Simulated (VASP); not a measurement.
BP, 2 atoms in the cell. It takes space group F-43m (No. 216, cubic). The conventional cell has a = 4.538 Å, b = 4.538 Å, c = 4.538 Å, α = 90.00°, β = 90.00°, γ = 90.00°. Within 2.6 Å of B (site symmetry -43m) lie 4 P at 1.97 Å. P (site symmetry -43m) has 4 B at 1.97 Å within 2.6 Å. 

```yaml
Program: VASP 6.6.1
Task: single point
Functional: RPBE
Potentials_or_basis: VASP PAW PBE potentials, release 64 (B, P)
Cutoff: 500 eV
k_mesh: 7 × 7 × 7
Occupations: fermi-dirac, width 0.02 eV
Spin: no spin polarisation
Dipole_correction: no
Further_INCAR_settings: ALGO = Normal; EDIFF = 1e-06; NBANDS = 11
```

Potentials or basis: VASP PAW PBE potentials, release 64 (B, P).

The run is started by

```console
$ cat potpaw_PBE.64/B/POTCAR potpaw_PBE.64/P/POTCAR > POTCAR
$ mpirun -np 1 vasp_std > vasp.out
```

Hardware: 1 thread of Intel Xeon 8259CL, with other jobs on the host.

Q: Estimate the wall time of this run.

A: It took 4.2 s on 1 thread of Intel Xeon 8259CL, on a shared host, peak memory 0.13 GiB. Counts: scf iterations 13, k points 20.
